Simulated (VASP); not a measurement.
Set up this calculation in VASP 6.6.1, as the native input.

| Property | Result |
| --- | --- |
| Task | single point |
| Functional | PBE |
| Potentials or basis | VASP PAW PBE potentials, release 64 (Hg) |
| Cutoff | 520 eV |
| k mesh | 18 × 18 × 18 |
| Occupations | fermi-dirac, width 0.0612256 eV |
| Spin | no spin polarisation |
| Dipole correction | no |
| Further INCAR settings | ALGO = Normal; EDIFF = 1e-06; NBANDS = 12 |

The structure of Hg lies in POSCAR:

```
Hg
1.0
    3.0890424688      0.0000000000      0.0000000000
    0.0000000000      3.0890424688      0.0000000000
    0.0000000000      0.0000000000      3.0890424688
Hg
1
Direct
    0.0000000000      0.0000000000      0.0000000000
```

The input as run:

INCAR

```
ALGO = Normal ; EDIFF = 1E-6
ENCUT = 520 ; GGA = PE
ISIF = 2 ; ISMEAR = -1
LASPH = T ; LCHARG = F
LREAL = F ; LWAVE = F
NBANDS = 12 ; NELM = 100
PREC = Accurate ; SIGMA = 0.06122561905347299
```

KPOINTS

```
k-points
0
Gamma
  18 18 18
```

Potentials or basis: VASP PAW PBE potentials, release 64 (Hg).

Launch:

```console
$ cat potpaw_PBE.64/Hg/POTCAR > POTCAR
$ mpirun -np 1 vasp_std > vasp.out
```

It gave:

```json
{
 "Pressure": "0.3 GPa",
 "Band gap on the k mesh": "zero (band 6 reaches 5.12 eV, above the bottom of band 7 at -0.01 eV)"
}
```

Caveat: spin-orbit coupling is left out, which moves the levels of the heavy elements.

It took 22 s on 1 thread of AMD EPYC 9R45 96-Core Processor (Zen 5), with other jobs on the host, peak memory 0.17 GiB.
